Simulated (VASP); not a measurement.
# Sr (R-3m) in VASP: a series of runs

Runs on Sr. Level: PBE. Tasks: single point.

Program: VASP 6.6.1. These are calculated values, not measurements. Logs are shortened: lines on timing, memory, paths and dates and some standing lists are left out, and cuts for length are marked.

### Step 1. The cell of the first run

Symmetry: R-3m, No. 166, trigonal system. Conventional cell: a = 4.823 Å, b = 4.823 Å, c = 8.388 Å, α = 90.00°, β = 90.00°, γ = 120.00°. Sr (site symmetry -3m) has 12 Sr at 3.95 to 4.82 Å within 5.2 Å.

### Step 2. Single point, PBE

INCAR

```
SYSTEM = Sr
PREC = Accurate
ENCUT = 520
EDIFF = 1E-6
ISMEAR = 0
SIGMA = 0.15
LREAL = .FALSE.
LASPH = .TRUE.
NELM = 100
ALGO = Normal
ISIF = 2
LWAVE = .FALSE.
LCHARG = .FALSE.
GGA = PE
NBANDS = 11
```

KPOINTS

```
Automatic mesh
0
G
  16 16 16
  0 0 0
```

POSCAR

```
Sr
1.0
   -0.6593203253      2.7509572195      2.7509572195
    2.7509572195     -0.6593203253      2.7509572195
    2.7509572195      2.7509572195     -0.6593203253
Sr
1
Direct
    0.0000000000      0.0000000000      0.0000000000
```

Potentials or basis: VASP PAW PBE potentials, release 64 (Sr_sv).

Launch:

```
> cat potpaw_PBE.64/Sr_sv/POTCAR > POTCAR
> mpirun -np 1 vasp_std > vasp.out
```

OUTCAR:

```text
SYSTEM = Sr
   PREC = Accurate
   ENCUT = 520
   EDIFF = 1E-6
   ISMEAR = 0
   LREAL = .FALSE.
   LASPH = .TRUE.
   NELM = 100
   ISIF = 2
   GGA = PE

 ion  position               nearest neighbor table
   1  0.000  0.000  0.000-

  LATTYP: Found a trigonal (rhomboedric) cell.
 ALAT       =     3.9459136507
 COS(alpha) =     0.2530624440

  Lattice vectors:

 A1 = (  -0.6593203253,   2.7509572195,   2.7509572195)
 A2 = (   2.7509572195,  -0.6593203253,   2.7509572195)
 A3 = (   2.7509572195,   2.7509572195,  -0.6593203253)

Analysis of symmetry for initial positions (statically):
=====================================================================
 Subroutine PRICEL returns:
 Original cell was already a primitive cell.

 Routine SETGRP: Setting up the symmetry group for a
 trigonal (rhombohedral) supercell.

 Subroutine GETGRP returns: Found 12 space group operations
 (whereof 12 operations were pure point group operations)
 out of a pool of 12 trial point group operations.

The static configuration has the point symmetry D_3d.

Analysis of symmetry for dynamics (positions and initial velocities):
=====================================================================
 Subroutine PRICEL returns:
 Original cell was already a primitive cell.

 Routine SETGRP: Setting up the symmetry group for a
 trigonal (rhombohedral) supercell.

 Subroutine GETGRP returns: Found 12 space group operations
 (whereof 12 operations were pure point group operations)
 out of a pool of 12 trial point group operations.

The dynamic configuration has the point symmetry D_3d.

 Subroutine INISYM returns: Found 12 space group operations
 (whereof 12 operations are pure point group operations),
 and found     1 'primitive' translations

----------------------------------------------------------------------------------------

                                     Primitive cell

  volume of cell :      56.3193

  direct lattice vectors                    reciprocal lattice vectors
    -0.659320325  2.750957220  2.750957220    -0.126653880  0.166577386  0.166577386
     2.750957220 -0.659320325  2.750957220     0.166577386 -0.126653880  0.166577386
     2.750957220  2.750957220 -0.659320325     0.166577386  0.166577386 -0.126653880

  length of vectors
     3.945913651  3.945913651  3.945913651     0.267464495  0.267464495  0.267464495

  position of ions in fractional coordinates (direct lattice)
     0.000000000  0.000000000  0.000000000

  ion indices of the primitive-cell ions
   primitive index   ion index
                 1           1

----------------------------------------------------------------------------------------

 KPOINTS: Automatic mesh

Automatic generation of k-mesh.
 Grid dimensions read from file:
 generate k-points for:   16   16   16

 Generating k-lattice:

  Cartesian coordinates                     Fractional coordinates (reciprocal lattice)
    -0.007915867  0.010411087  0.010411087     0.062500000 -0.000000000 -0.000000000
     0.010411087 -0.007915867  0.010411087    -0.000000000  0.062500000 -0.000000000
     0.010411087  0.010411087 -0.007915867    -0.000000000 -0.000000000  0.062500000

  Length of vectors
     0.016716531  0.016716531  0.016716531

  Shift w.r.t. Gamma in fractional coordinates (k-lattice)
     0.000000000  0.000000000  0.000000000

 Subroutine IBZKPT returns following result:
 ===========================================

 Found    417 irreducible k-points:

 Following reciprocal coordinates:
            Coordinates               Weight
  0.000000  0.000000  0.000000      1.000000
  0.062500 -0.000000 -0.000000      6.000000
  0.125000 -0.000000 -0.000000      6.000000
  0.187500  0.000000  0.000000      6.000000
  0.250000 -0.000000 -0.000000      6.000000
  0.312500  0.000000  0.000000      6.000000
[... 16 lines left out ...]
 -0.125000  0.062500 -0.000000     12.000000
 -0.062500  0.062500  0.000000      6.000000
 [... further k-points ...]
   k-points           NKPTS =    417   k-points in BZ     NKDIM =    417   number of bands    NBANDS=     11
   number of dos      NEDOS =    301   number of ions     NIONS =      1
   total plane-waves  NPLWV =  27000
   dimension x,y,z NGX =    30 NGY =   30 NGZ =   30
   dimension x,y,z NGXF=    60 NGYF=   60 NGZF=   60
   ions per type =               1
   NGX,Y,Z   is equivalent  to a cutoff of  12.64, 12.64, 12.64 a.u.
   NGXF,Y,Z  is equivalent  to a cutoff of  25.28, 25.28, 25.28 a.u.
 SYSTEM =  Sr
   PREC   = accura    normal or accurate (medium, high low for compatibility)
   ISTART =      0    job   : 0-new  1-cont  2-samecut
   ICHARG =      2    charge: 1-file 2-atom 10-const
   ISPIN  =      1    spin polarized calculation?
   LNONCOLLINEAR =      F non collinear calculations
   LSORBIT =      F    spin-orbit coupling
   LASPH  =      T    aspherical Exc in radial PAW
   ENCUT  =  520.0 eV  38.22 Ry    6.18 a.u.   7.34  7.34  7.34*2*pi/ulx,y,z
   NELM   =    100;   NELMIN=  2; NELMDL= -5     # of ELM steps
   EDIFF  = 0.1E-05   stopping-criterion for ELM
   LREAL  =      F    real-space projection
   EDIFFG = 0.1E-04   stopping-criterion for IOM
   NSW    =      0    number of steps for IOM
   IBRION =     -1    ionic relax: 0-MD 1-quasi-New 2-CG
   NFREE  =      0    steps in history (QN), initial steepest desc. (CG)
   ISIF   =      2    stress and relaxation
   ISYM   =      2    0-nonsym 1-usesym 2-fastsym
   POTIM  = 0.5000    time-step for ionic-motion
   TEBEG  =    0.0;   TEEND  =   0.0 temperature during run
   PSTRESS=    0.0 pullay stress
   NELECT =      10.0000    total number of electrons
   NUPDOWN=      -1.0000    fix difference up-down
   EMIN   =  10.00;   EMAX   =-10.00  energy-range for DOS
   EFERMI =   0.00;   METHOD = LEGACY
   ISMEAR =     0;   SIGMA  =   0.15  broadening in eV -4-tet -1-fermi 0-gaus
   EFERMI_NEDOS =   21; number of points for ismear=-14 and -15
   IALGO  =     38    algorithm
   IMIX   =      4    mixing-type and parameters
     AMIX     =   0.40;   BMIX     =  1.00
     AMIX_MAG =   1.60;   BMIX_MAG =  1.00
  volume/ion in A,a.u.               =      56.32       380.06
  Fermi-wavevector in a.u.,A,eV,Ry     =   0.920144  1.738819 11.519569  0.846664
  Thomas-Fermi vector in A             =   2.045416
   LORBIT       =      0    0 simple, 1 ext, 2 COOP (PROOUT), +10 PAW based schemes
   GGA     = PE    functional components
   LHFCALC =     F    Hartree Fock is set to
   AEXX    =    0.0000 exact exchange contribution
   IVDW    =     0    specifies the selected vdW correction
   LEPSILON=     F    determine dielectric tensor
   LRPA    =     F    only Hartree local field effects (RPA)
 non-spin polarized calculation
 Gauss-broadening in eV      SIGMA  =   0.15
  energy-cutoff  :      520.00
  volume of cell :       56.32
 maximum number of plane-waves:      1535
 NGX is ok and might be reduce to    30

 number of electron      10.0000000 magnetization

 Free energy of the ion-electron system (eV)
  ---------------------------------------------------
  ext. energy  EPLUGINS =         0.00000000
  ---------------------------------------------------
  free energy    TOTEN  =        -1.43082349 eV

  energy without entropy =       -1.41470842  energy(sigma->0) =       -1.42276596

 E-fermi :   1.3749     XC(G=0):  -7.2704

 val. band max:        1.3673134213   @ k =   0.5000   0.2500   0.0000
 cond. band min:       1.3836325200   @ k =  -0.4375   0.5000   0.2500
 fundamental gap:      0.0163190987
 Fermi energy:         1.3748591181

 k-point     1 :       0.0000    0.0000    0.0000
  band No.  band energies     occupation
      1     -35.3191      2.00000
      2     -17.1882      2.00000
      3     -17.1882      2.00000
      4     -17.1862      2.00000
      5      -2.0839      2.00000
      6       2.6459      0.00000
      7       2.6459      0.00000
      8       5.5286      0.00000
      9       5.7421      0.00000
     10       5.7421      0.00000
     11       8.2648      0.00000

 k-point     2 :       0.0625   -0.0000   -0.0000
  band No.  band energies     occupation
      1     -35.3186      2.00000
      2     -17.1967      2.00000
      3     -17.1877      2.00000
      4     -17.1867      2.00000
      5      -2.0295      2.00000
      6       2.6444      0.00000
      7       2.6595      0.00000
      8       5.4818      0.00000
      9       5.6662      0.00000
     10       5.7126      0.00000
     11       8.4046      0.00000

 k-point     3 :       0.1250   -0.0000   -0.0000
  band No.  band energies     occupation
      1     -35.3170      2.00000
      2     -17.2229      2.00000
      3     -17.1864      2.00000
      4     -17.1860      2.00000
      5      -1.8695      2.00000
      6       2.6242      0.00000
      7       2.6962      0.00000
      8       5.3765      0.00000
      9       5.4836      0.00000
     10       5.6608      0.00000
     11       8.6424      0.00000

 k-point     4 :       0.1875    0.0000    0.0000
  band No.  band energies     occupation
      1     -35.3147      2.00000
      2     -17.2619      2.00000
      3     -17.1850      2.00000
      4     -17.1845      2.00000
      5      -1.6125      2.00000
      6       2.5462      0.00000
      7       2.7438      0.00000
      8       5.2809      0.00000
      9       5.3135      0.00000
     10       5.6092      0.00000
     11       8.1304      0.00000
[... 239 lines left out ...]
 k-point    22 :      -0.1875    0.0625   -0.0000
  band No.  band energies     occupation
      1     -35.3140      2.00000
      2     -17.2634      2.00000
      3     -17.1961      2.00000
      4     -17.1840      2.00000
      5      -1.5014      2.00000
      6       2.4771      0.00000
      7       2.7463      0.00000
      8       5.2261      0.00000
      9       5.4324      0.00000
     10       5.6058      0.00000
     11       7.9526      0.00000

 k-point    23 :      -0.1250    0.0625   -0.0000
  band No.  band energies     occupation
      1     -35.3164      2.00000
      2     -17.2241      2.00000
      3     -17.1971      2.00000
      4     -17.1856      2.00000
      5      -1.7753      2.00000
      6       2.5576      0.00000
      7       2.7128      0.00000
      8       5.3640      0.00000
      9       5.4922      0.00000
     10       5.6883      0.00000
     11       8.5235      0.00000

 k-point    24 :      -0.0625    0.0625    0.0000
  band No.  band energies     occupation
      1     -35.3180      2.00000
      2     -17.1981      2.00000
      3     -17.1965      2.00000
      4     -17.1867      2.00000
      5      -1.9546      2.00000
      6       2.6022      0.00000
      7       2.6789      0.00000
      8       5.4830      0.00000
      9       5.5928      0.00000
     10       5.7293      0.00000
     11       8.5302      0.00000

 [... further k-points ...]
[... 5 lines left out ...]
  --------------------------------------------------------------------------------------
  -------------------------------------------------------------------------------------
  Total        0.0098198      0.0098198      0.0098198      0.4347918      0.4347918      0.4347918
  in kB        0.2793542      0.2793542      0.2793542     12.3689957     12.3689957     12.3689957
  external PRESSURE =       0.2793542 kB  Pullay stress =       0.0000000 kB

 VOLUME and BASIS-vectors are now :
 -----------------------------------------------------------------------------
  energy-cutoff  :      520.00
  volume of cell :       56.32
      direct lattice vectors                 reciprocal lattice vectors
    -0.659320325  2.750957220  2.750957220    -0.126653880  0.166577386  0.166577386
     2.750957220 -0.659320325  2.750957220     0.166577386 -0.126653880  0.166577386
     2.750957220  2.750957220 -0.659320325     0.166577386  0.166577386 -0.126653880

 POSITION                                       TOTAL-FORCE (eV/Angst)
 -----------------------------------------------------------------------------------
      0.00000      0.00000      0.00000         0.000000     -0.000000     -0.000000
 -----------------------------------------------------------------------------------
    total drift:                               -0.000000     -0.000000      0.000000

  FREE ENERGIE OF THE ION-ELECTRON SYSTEM (eV)
  ---------------------------------------------------
  free  energy   TOTEN  =        -1.4308234896 eV

  energy  without entropy=       -1.4147084235  energy(sigma->0) =       -1.42276596
```

It took 2.6 min on 1 thread of Intel Xeon Platinum 8259CL at 2.50GHz (Skylake/Cascade Lake), shared host; peak memory 0.37 GiB.

Results:

* Free energy: -1.4308 eV
* Pressure: 0.0 GPa
* Band gap on the k mesh: zero (band 5 reaches 1.71 eV, above the bottom of band 6 at 1.24 eV)

### Step 3. Single point, PBE

This run uses another cell than the first one, of the same volume but with other edges.

INCAR

```
PREC = Accurate ; ENCUT = 520
EDIFF = 1E-7 ; ISMEAR = 0
SIGMA = 0.15 ; LREAL = False
LASPH = True ; NELM = 100
ALGO = Normal ; ISIF = 2
LWAVE = False ; LCHARG = False
GGA = PE ; NBANDS = 11
```

KPOINTS

```
regular mesh
0
Gamma
  16 16 16
```

POSCAR

```
Sr
1.0
    1.6098098635      4.0245246587      4.0245246587
    4.0245246587      1.6098098635      4.0245246587
    4.0245246587      4.0245246587      1.6098098635
Sr
1
Direct
    0.0000000000      0.0000000000      0.0000000000
```

Potentials or basis: VASP PAW PBE potentials, release 64 (Sr_sv).

Launch:

```
> cat potpaw_PBE.64/Sr_sv/POTCAR > POTCAR
> mpirun -np 1 vasp_std > vasp.out
```

Run time: 9.2 min. Hardware: 1 thread of Intel Xeon Platinum 8259CL at 2.50GHz (Skylake/Cascade Lake), shared host; peak memory 0.5 GiB.

The run converged. Its results:

```yaml
Free_energy: -0.4254 eV
Pressure: 6.0 GPa
Band_gap_on_the_k_mesh: zero (band 5 reaches 2.32 eV, above the bottom of band 6 at 0.46 eV)
```

Stress tensor (GPa, compression positive):
```
 5.98 -4.66 -4.66
-4.66  5.98 -4.66
-4.66 -4.66  5.98
```

Levels at points of the mesh, in eV from the Fermi level:
| k point | band 1 | band 2 | band 3 | band 4 | band 5 | band 6 | band 7 | band 8 | band 9 | band 10 |
| --- | --- | --- | --- | --- | --- | --- | --- | --- | --- | --- |
| (0.00, 0.00, 0.00) | -36.45 | -18.53 | -17.89 | -17.89 | -3.30 | -0.06 | 2.30 | 2.94 | 2.94 | 5.81 |
| (0.50, 0.00, 0.00) | -36.29 | -19.05 | -18.34 | -18.15 | -0.89 | 0.38 | 2.07 | 2.60 | 4.59 | 5.40 |
| (0.50, 0.50, 0.00) | -36.29 | -19.04 | -18.34 | -18.15 | -0.84 | 0.09 | 2.47 | 3.32 | 4.25 | 4.73 |
| (0.50, 0.50, 0.50) | -36.45 | -18.54 | -17.89 | -17.89 | -2.78 | -0.74 | 2.01 | 2.93 | 2.93 | 5.84 |
